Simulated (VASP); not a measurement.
Wanted: the native input for a VASP 6.6.1 run.

| Quantity | Value |
| --- | --- |
| Task | single point |
| Functional | PBEsol |
| Potentials or basis | VASP PAW PBE potentials, release 64 (Ru_pv) |
| Cutoff | 520 eV |
| k mesh | 21 × 21 × 12 |
| Occupations | gaussian, width 0.15 eV |
| Spin | no spin polarisation |
| Dipole correction | no |
| Further INCAR settings | ALGO = Fast; EDIFF = 1e-06; NBANDS = 21 |

The structure of Ru lies in POSCAR:

```
Ru
1.0
    2.6735591061      0.0000000000      0.0000000000
   -1.3367795530      2.3153701044      0.0000000000
    0.0000000000      0.0000000000      4.0282515051
Ru
2
Direct
    0.3333333333      0.6666666667      0.2500000000
    0.6666666667      0.3333333333      0.7500000000
```

This cell differs from its parent crystal: volume 12.468 Å^3 an atom, c/a of the conventional cell 1.5067.

These files were run (other wordings do the same):

INCAR

```
SYSTEM = Ru
PREC = Accurate
ENCUT = 520
EDIFF = 1E-6
ISMEAR = 0
SIGMA = 0.15
LREAL = .FALSE.
LASPH = .TRUE.
NELM = 100
ALGO = Fast
ISIF = 2
LWAVE = .FALSE.
LCHARG = .FALSE.
GGA = PS
NBANDS = 21
```

KPOINTS

```
regular mesh
0
G
  21 21 12
  0 0 0
```

Potentials or basis: VASP PAW PBE potentials, release 64 (Ru_pv).

Launch:

```bash
$ cat potpaw_PBE.64/Ru_pv/POTCAR > POTCAR
$ mpirun -np 1 vasp_std > vasp.out
```

Results of the run:

```yaml
Pressure: 28.9 GPa
Band_gap_on_the_k_mesh: zero (band 14 reaches 15.90 eV, above the bottom of band 15 at 12.27 eV)
```

Caveat: the PAW data sets were made with another functional, which shifts forces and pressure a little.

Run time: 73 s on 1 thread of Intel(R) Xeon(R) 6975P-C (Granite Rapids), on a shared host, peak memory 0.24 GiB.
